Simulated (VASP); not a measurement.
Write the native input for VASP 6.6.1 that does the following.

```yaml
Task: single point
Functional: PBE
Potentials_or_basis: VASP PAW PBE potentials, release 64 (V_sv)
Cutoff: 520 eV
k_mesh: 6 × 6 × 6
Occupations: methfessel-paxton, width 0.1 eV
Spin: no spin polarisation
Dipole_correction: no
Further_INCAR_settings: LREAL = Auto; ALGO = Fast; EDIFF = 1e-06; NBANDS = 194
```

The structure of V lies in POSCAR:

```
V
1.0
   -4.4951238727      4.4951238727      4.4951238727
    4.4951238727     -4.4951238727      4.4951238727
    4.4951238727      4.4951238727     -4.4951238727
V
27
Direct
    0.0000000000      0.0000000000      0.0000000000
    0.0000000000      0.0000000000      0.3333333333
    0.0000000000      0.0000000000      0.6666666667
    0.0000000000      0.3333333333      0.0000000000
    0.0000000000      0.3333333333      0.3333333333
    0.0000000000      0.3333333333      0.6666666667
    0.0000000000      0.6666666667      0.0000000000
    0.0000000000      0.6666666667      0.3333333333
    0.0000000000      0.6666666667      0.6666666667
    0.3333333333      0.0000000000      0.0000000000
    0.3333333333      0.0000000000      0.3333333333
    0.3333333333      0.0000000000      0.6666666667
    0.3333333333      0.3333333333      0.0000000000
    0.3333333333      0.3333333333      0.3333333333
    0.3333333333      0.3333333333      0.6666666667
    0.3333333333      0.6666666667      0.0000000000
    0.3333333333      0.6666666667      0.3333333333
    0.3333333333      0.6666666667      0.6666666667
    0.6666666667      0.0000000000      0.0000000000
    0.6666666667      0.0000000000      0.3333333333
    0.6666666667      0.0000000000      0.6666666667
    0.6666666667      0.3333333333      0.0000000000
    0.6666666667      0.3333333333      0.3333333333
    0.6666666667      0.3333333333      0.6666666667
    0.6666666667      0.6666666667      0.0000000000
    0.6666666667      0.6666666667      0.3333333333
    0.6666666667      0.6666666667      0.6666666667
```

These files were run (other wordings do the same):

INCAR

```
ALGO     = Fast           # electronic algorithm
EDIFF    = 1E-6           # SCF threshold, eV
ENCUT    = 520            # plane-wave cutoff, eV
GGA      = PE             # functional
ISIF     = 2              # what is computed and relaxed
ISMEAR   = 1              # smearing method
KPAR     = 4            
LASPH    = T              # aspherical terms in the spheres
LCHARG   = F              # write CHGCAR
LREAL    = Auto         
LWAVE    = F              # write WAVECAR
NBANDS   = 194            # bands
NELM     = 80             # most SCF steps
PREC     = Accurate       # precision mode
SIGMA    = 0.1            # smearing width, eV
```

KPOINTS

```
k-points
0
Gamma
  6 6 6
```

Potentials or basis: VASP PAW PBE potentials, release 64 (V_sv).

The run is started by

```sh
$ cat potpaw_PBE.64/V_sv/POTCAR > POTCAR
$ mpirun -np 4 vasp_std > vasp.out
```

It gave:

```
Pressure               : 0.1 GPa
Band gap on the k mesh : zero (an odd number of electrons rules out a gap without spin polarisation)
```

Run time: 24 min on 4 MPI ranks on Oxide Virtual Turin-like Processor, with other jobs on the host, peak memory 0.93 GiB a rank.
